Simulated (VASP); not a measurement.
# Pt (P6_3/mmc) in VASP: notebook

The runs below take Pt through single point, relaxation of cell and atoms, with PBE.

Program: VASP 6.6.1. These are calculated values, not measurements. Logs are shortened: lines on timing, memory, paths and dates and some standing lists are left out, and cuts for length are marked.

## Step 1: The cell of the first run

The structure is hexagonal, space group P6_3/mmc (No. 194). Conventional cell: a = 2.767 Å, b = 2.767 Å, c = 4.757 Å, α = 90.00°, β = 90.00°, γ = 120.00°. Within 3.6 Å of Pt (site symmetry -6m2) lie 12 Pt at 2.77 to 2.87 Å.

This isn't the form of Pt at room conditions, which is fcc.

## Step 2: Single point, PBE

INCAR reads:

```
SYSTEM = Pt
PREC = Accurate ; ENCUT = 520
EDIFF = 1E-6 ; ISMEAR = -1
SIGMA = 0.1 ; LREAL = .False.
LASPH = .True. ; NELM = 80
ALGO = Normal ; ISIF = 2
LWAVE = .False. ; LCHARG = .False.
GGA = PE ; NBANDS = 17
```

KPOINTS reads:

```
regular mesh
0
Gamma
  13 13 7
  0 0 0
```

POSCAR reads:

```
Pt
1.0
    2.7668411669      0.0000000000      0.0000000000
   -1.3834205835      2.3961547388      0.0000000000
    0.0000000000      0.0000000000      4.7569169079
Pt
2
Direct
    0.3333333333      0.6666666667      0.2500000000
    0.6666666667      0.3333333333      0.7500000000
```

Potentials or basis: VASP PAW PBE potentials, release 64 (Pt).

On the command line:

```
$ cat potpaw_PBE.64/Pt/POTCAR > POTCAR
$ mpirun -np 1 vasp_std > vasp.out
```

OUTCAR:

```text
SYSTEM = Pt
   PREC = Accurate
   ENCUT = 520
   EDIFF = 1E-6
   ISMEAR = -1
   LREAL = .False.
   LASPH = .True.
   NELM = 80
   ISIF = 2
   GGA = PE

 ion  position               nearest neighbor table
   1  0.333  0.667  0.250-   2 2.87   2 2.87   2 2.87   2 2.87   2 2.87   2 2.87
   2  0.667  0.333  0.750-   1 2.87   1 2.87   1 2.87   1 2.87   1 2.87   1 2.87

  LATTYP: Found a hexagonal cell.
 ALAT       =     2.7668411669
 C/A-ratio  =     1.7192591193

  Lattice vectors:

 A1 = (   2.7668411669,   0.0000000000,   0.0000000000)
 A2 = (  -1.3834205835,   2.3961547388,   0.0000000000)
 A3 = (   0.0000000000,   0.0000000000,   4.7569169079)

Analysis of symmetry for initial positions (statically):
=====================================================================
 Subroutine PRICEL returns:
 Original cell was already a primitive cell.

 Routine SETGRP: Setting up the symmetry group for a
 hexagonal supercell.

 Subroutine GETGRP returns: Found 24 space group operations
 (whereof 12 operations were pure point group operations)
 out of a pool of 24 trial point group operations.

The static configuration has the point symmetry D_3d.
 The point group associated with its full space group is D_6h.

Analysis of symmetry for dynamics (positions and initial velocities):
=====================================================================
 Subroutine PRICEL returns:
 Original cell was already a primitive cell.

 Routine SETGRP: Setting up the symmetry group for a
 hexagonal supercell.

 Subroutine GETGRP returns: Found 24 space group operations
 (whereof 12 operations were pure point group operations)
 out of a pool of 24 trial point group operations.

The dynamic configuration has the point symmetry D_3d.
 The point group associated with its full space group is D_6h.

 Subroutine INISYM returns: Found 24 space group operations
 (whereof 12 operations are pure point group operations),
 and found     1 'primitive' translations

----------------------------------------------------------------------------------------

                                     Primitive cell

  volume of cell :      31.5373

  direct lattice vectors                    reciprocal lattice vectors
     2.766841167  0.000000000  0.000000000     0.361422987  0.208667659  0.000000000
    -1.383420583  2.396154739  0.000000000     0.000000000  0.417335318  0.000000000
     0.000000000  0.000000000  4.756916908     0.000000000  0.000000000  0.210220195

  length of vectors
     2.766841167  2.766841167  4.756916908     0.417335318  0.417335318  0.210220195

  position of ions in fractional coordinates (direct lattice)
     0.333333333  0.666666667  0.250000000
     0.666666667  0.333333333  0.750000000

  ion indices of the primitive-cell ions
   primitive index   ion index
                 1           1
                 2           2

----------------------------------------------------------------------------------------

 KPOINTS: regular mesh

Automatic generation of k-mesh.
 Grid dimensions read from file:
 generate k-points for:   13   13    7

 Generating k-lattice:

  Cartesian coordinates                     Fractional coordinates (reciprocal lattice)
     0.027801768  0.016051358  0.000000000     0.076923077 -0.000000000  0.000000000
     0.000000000  0.032102717  0.000000000     0.000000000  0.076923077  0.000000000
     0.000000000  0.000000000  0.030031456     0.000000000  0.000000000  0.142857143

  Length of vectors
     0.032102717  0.032102717  0.030031456

  Shift w.r.t. Gamma in fractional coordinates (k-lattice)
     0.000000000  0.000000000  0.000000000

 Subroutine IBZKPT returns following result:
 ===========================================

 Found     84 irreducible k-points:

 Following reciprocal coordinates:
            Coordinates               Weight
  0.000000  0.000000  0.000000      1.000000
  0.076923 -0.000000  0.000000      6.000000
  0.153846 -0.000000  0.000000      6.000000
  0.230769 -0.000000  0.000000      6.000000
  0.307692 -0.000000  0.000000      6.000000
  0.384615 -0.000000  0.000000      6.000000
[... 16 lines left out ...]
  0.076923 -0.000000  0.142857     12.000000
  0.153846 -0.000000  0.142857     12.000000
 [... further k-points ...]
   k-points           NKPTS =     84   k-points in BZ     NKDIM =     84   number of bands    NBANDS=     17
   number of dos      NEDOS =    301   number of ions     NIONS =      2
   total plane-waves  NPLWV =  20736
   dimension x,y,z NGX =    24 NGY =   24 NGZ =   36
   dimension x,y,z NGXF=    48 NGYF=   48 NGZF=   72
   ions per type =               2
   NGX,Y,Z   is equivalent  to a cutoff of  14.42, 14.42, 12.58 a.u.
   NGXF,Y,Z  is equivalent  to a cutoff of  28.84, 28.84, 25.16 a.u.
 SYSTEM =  Pt
   PREC   = accura    normal or accurate (medium, high low for compatibility)
   ISTART =      0    job   : 0-new  1-cont  2-samecut
   ICHARG =      2    charge: 1-file 2-atom 10-const
   ISPIN  =      1    spin polarized calculation?
   LNONCOLLINEAR =      F non collinear calculations
   LSORBIT =      F    spin-orbit coupling
   LASPH  =      T    aspherical Exc in radial PAW
   ENCUT  =  520.0 eV  38.22 Ry    6.18 a.u.   5.14  5.14  8.84*2*pi/ulx,y,z
   NELM   =     80;   NELMIN=  2; NELMDL= -5     # of ELM steps
   EDIFF  = 0.1E-05   stopping-criterion for ELM
   LREAL  =      F    real-space projection
   EDIFFG = 0.1E-04   stopping-criterion for IOM
   NSW    =      0    number of steps for IOM
   IBRION =     -1    ionic relax: 0-MD 1-quasi-New 2-CG
   NFREE  =      0    steps in history (QN), initial steepest desc. (CG)
   ISIF   =      2    stress and relaxation
   ISYM   =      2    0-nonsym 1-usesym 2-fastsym
   POTIM  = 0.5000    time-step for ionic-motion
   TEBEG  =    0.0;   TEEND  =   0.0 temperature during run
   PSTRESS=    0.0 pullay stress
   NELECT =      20.0000    total number of electrons
   NUPDOWN=      -1.0000    fix difference up-down
   EMIN   =  10.00;   EMAX   =-10.00  energy-range for DOS
   EFERMI =   0.00;   METHOD = LEGACY
   ISMEAR =    -1;   SIGMA  =   0.10  broadening in eV -4-tet -1-fermi 0-gaus
   EFERMI_NEDOS =   21; number of points for ismear=-14 and -15
   IALGO  =     38    algorithm
   IMIX   =      4    mixing-type and parameters
     AMIX     =   0.40;   BMIX     =  1.00
     AMIX_MAG =   1.60;   BMIX_MAG =  1.00
  volume/ion in A,a.u.               =      15.77       106.41
  Fermi-wavevector in a.u.,A,eV,Ry     =   1.406511  2.657921 26.916059  1.978275
  Thomas-Fermi vector in A             =   2.528864
   LORBIT       =      0    0 simple, 1 ext, 2 COOP (PROOUT), +10 PAW based schemes
   GGA     = PE    functional components
   LHFCALC =     F    Hartree Fock is set to
   AEXX    =    0.0000 exact exchange contribution
   IVDW    =     0    specifies the selected vdW correction
   LEPSILON=     F    determine dielectric tensor
   LRPA    =     F    only Hartree local field effects (RPA)
 non-spin polarized calculation
  energy-cutoff  :      520.00
  volume of cell :       31.54
 maximum number of plane-waves:       858
 NGX is ok and might be reduce to    24
   NGX = 11   NGY = 11   NGZ = 17

 number of electron      20.0000005 magnetization

 Free energy of the ion-electron system (eV)
  ---------------------------------------------------
  ext. energy  EPLUGINS =         0.00000000
  ---------------------------------------------------
  free energy    TOTEN  =       -12.14058639 eV

  energy without entropy =      -12.02505001  energy(sigma->0) =      -12.08281820

 E-fermi :  10.4169     XC(G=0): -13.2202

 val. band max:       10.4144000321   @ k =   0.3846   0.1538   0.0000
 cond. band min:      10.4272901714   @ k =   0.3846  -0.0000   0.0000
 fundamental gap:      0.0128901393
 Fermi energy:        10.4169032167

 k-point     1 :       0.0000    0.0000    0.0000
  band No.  band energies     occupation
      1       0.7008      2.00000
      2       3.3819      2.00000
      3       6.5343      2.00000
      4       6.9922      2.00000
      5       6.9922      2.00000
      6       7.3722      2.00000
[... 9 lines left out ...]
     16      27.7075      0.00000
     17      31.3416      0.00000

 k-point     2 :       0.0769   -0.0000    0.0000
  band No.  band energies     occupation
      1       0.9134      2.00000
      2       3.5751      2.00000
      3       6.4890      2.00000
      4       7.0075      2.00000
      5       7.1543      2.00000
      6       7.2731      2.00000
[... 9 lines left out ...]
     16      27.9486      0.00000
     17      30.2272      0.00000

 k-point     3 :       0.1538   -0.0000    0.0000
  band No.  band energies     occupation
      1       1.5200      2.00000
      2       4.0796      2.00000
      3       6.2822      2.00000
      4       6.9254      2.00000
      5       7.2630      2.00000
      6       7.3475      2.00000
[... 9 lines left out ...]
     16      27.8866      0.00000
     17      28.5467      0.00000

 k-point     4 :       0.2308   -0.0000    0.0000
  band No.  band energies     occupation
      1       2.4076      2.00000
      2       4.5472      2.00000
      3       6.2277      2.00000
      4       6.2956      2.00000
      5       6.6589      2.00000
      6       7.8649      2.00000
[... 9 lines left out ...]
     16      26.8514      0.00000
     17      28.7458      0.00000
[... 343 lines left out ...]
      1       0.8778      2.00000
      2       3.3578      2.00000
      3       6.4874      2.00000
      4       6.9633      2.00000
      5       6.9633      2.00000
      6       7.3184      2.00000
[... 9 lines left out ...]
     16      27.3259      0.00000
     17      30.7012      0.00000

 k-point    23 :       0.0769   -0.0000    0.1429
  band No.  band energies     occupation
      1       1.0884      2.00000
      2       3.5561      2.00000
      3       6.4752      2.00000
      4       6.9175      2.00000
      5       7.1185      2.00000
      6       7.1774      2.00000
[... 9 lines left out ...]
     16      27.5802      0.00000
     17      29.5689      0.00000

 k-point    24 :       0.1538   -0.0000    0.1429
  band No.  band energies     occupation
      1       1.6863      2.00000
      2       4.0776      2.00000
      3       6.3170      2.00000
      4       6.7298      2.00000
      5       6.9095      2.00000
      6       7.5099      2.00000
[... 9 lines left out ...]
     16      27.9439      0.00000
     17      28.6631      0.00000

 [... further k-points ...]

------------------------ aborting loop because EDIFF is reached ----------------------------------------

  FORCE on cell =-STRESS in cart. coord.  units (eV):
  Direction    XX          YY          ZZ          XY          YZ          ZX
  --------------------------------------------------------------------------------------
  -------------------------------------------------------------------------------------
  Total       -0.0911480     -0.0911480     -0.1116333      0.0000000      0.0000000      0.0000000
  in kB       -4.6305574     -4.6305574     -5.6712630      0.0000000      0.0000000      0.0000000
  external PRESSURE =      -4.9774593 kB  Pullay stress =       0.0000000 kB

 VOLUME and BASIS-vectors are now :
 -----------------------------------------------------------------------------
  energy-cutoff  :      520.00
  volume of cell :       31.54
      direct lattice vectors                 reciprocal lattice vectors
     2.766841167  0.000000000  0.000000000     0.361422987  0.208667659  0.000000000
    -1.383420583  2.396154739  0.000000000     0.000000000  0.417335318  0.000000000
     0.000000000  0.000000000  4.756916908     0.000000000  0.000000000  0.210220195

 POSITION                                       TOTAL-FORCE (eV/Angst)
 -----------------------------------------------------------------------------------
     -0.00000      1.59744      1.18923        -0.000000      0.000000      0.000000
      1.38342      0.79872      3.56769         0.000000      0.000000      0.000000
 -----------------------------------------------------------------------------------
    total drift:                                0.000000     -0.000000      0.000000

  FREE ENERGIE OF THE ION-ELECTRON SYSTEM (eV)
  ---------------------------------------------------
  free  energy   TOTEN  =       -12.1405863867 eV

  energy  without entropy=      -12.0250500149  energy(sigma->0) =      -12.08281820
```

Wall time 16 s (1 thread of Intel Xeon Platinum 8488C (Sapphire Rapids), shared host); peak memory 0.17 GiB.

Results:

| Property | Result |
| --- | --- |
| Free energy | -12.1406 eV |
| Pressure | -0.5 GPa |
| Band gap on the k mesh | zero (bands 10 and 11 overlap by 1.13 eV) |

Stress tensor (GPa, compression positive):
```
-0.46  0.00  0.00
 0.00 -0.46  0.00
 0.00  0.00 -0.57
```

Levels at points of the mesh, in eV from the Fermi level:
```csv
k point,band 7,band 8,band 9,band 10,band 11,band 12,band 13,band 14
"(0.00, 0.00, 0.00)",-3.04,-1.88,-1.88,-0.67,-0.24,-0.24,4.80,15.06
```

Caveat: spin-orbit coupling is left out, which moves the levels of the heavy elements.

[end of part 1 of 2]
